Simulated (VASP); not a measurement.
A run of VASP 6.6.1 is set up as follows.

INCAR

```
PREC     = Accurate       # precision mode
ENCUT    = 520            # plane-wave cutoff, eV
EDIFF    = 1E-7           # SCF threshold, eV
ISMEAR   = 0              # smearing method
SIGMA    = 0.05           # smearing width, eV
LREAL    = False          # projectors in reciprocal space
LASPH    = True           # aspherical terms in the spheres
NELM     = 80             # most SCF steps
ALGO     = Fast           # electronic algorithm
ISIF     = 2              # what is computed and relaxed
LWAVE    = False          # write WAVECAR
LCHARG   = True           # write CHGCAR
GGA      = CA             # functional
LELF     = True           # ELF
LVHAR    = True         
NBANDS   = 24             # bands
```

The input KPOINTS:

```
Automatic mesh
0
Gamma
  10 10 10
```

Contents of POSCAR:

```
Sr3Mg
1.0
   -2.7647800000      2.7647800000      5.9243500000
    2.7647800000     -2.7647800000      5.9243500000
    2.7647800000      2.7647800000     -5.9243500000
Sr Mg
3 1
Direct
    0.5000000000      0.5000000000      0.0000000000
    0.2500000000      0.7500000000      0.5000000000
    0.7500000000      0.2500000000      0.5000000000
    0.0000000000      0.0000000000      0.0000000000
```

Potentials or basis: VASP PAW LDA potentials, release 64 (Sr_sv, Mg).

Launch:

```bash
$ cat potpaw_LDA.64/Sr_sv/POTCAR potpaw_LDA.64/Mg/POTCAR > POTCAR
$ mpirun -np 1 vasp_std > vasp.out
```

What does it give for the pressure?

-1.5 GPa.

Estimate the band gap on the k mesh.

zero (band 16 reaches 2.02 eV, above the bottom of band 17 at 1.44 eV).

Stress tensor (GPa, compression positive):
```
-1.41  0.00  0.00
 0.00 -1.41  0.00
 0.00  0.00 -1.82
```
